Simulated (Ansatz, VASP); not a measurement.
# SnO2: VASP beside Ansatz

```
Sn O
1.0
     4.67397    0.00000    0.00000
     0.00000    4.67397    0.00000
     0.00000    0.00000    3.14343
Sn O
2 4
Direct
  0.50000 0.50000 0.50000
  0.00000 0.00000 0.00000
  0.80710 0.19290 0.50000
  0.69290 0.69290 0.00000
  0.19290 0.80710 0.50000
  0.30710 0.30710 0.00000
```

Alike in both runs: task single point; functional r2SCAN; dispersion rVV10; k mesh 6 × 6 × 8; occupations fermi-dirac, width 0.05 eV; no spin polarisation.

|  | VASP | Ansatz |
| --- | --- | --- |
| version | VASP 6.6.1 | Ansatz 0.2.0 |
| potentials or method | VASP PAW PBE potentials, release 64 (Sn_d, O) | Ansatz PAW |
| plane-wave cutoff (eV) | 520 | 500 |
| valence electrons in the cell | 52 | 52 |

Ansatz gave:

* gap on the k mesh at the Fermi level (eV): 2.44
* least direct gap on the mesh (eV): 2.44
* pressure (GPa): 12.2
* traceless stress, the component that is largest in VASP (GPa): 3.05
* rms of the force components (eV/Å): 0.206

Task: Estimate VASP's values.

Result: gap on the k mesh at the Fermi level (eV): 2.47; least direct gap on the mesh (eV): 2.47; pressure (GPa): 13.7; traceless stress, the component that is largest in VASP (GPa): 3.58; rms of the force components (eV/Å): 0.225.

VASP's potentials were made for PBE, not for r2SCAN. Atom by atom the forces differ by 0.019 eV/Å (rms over components).
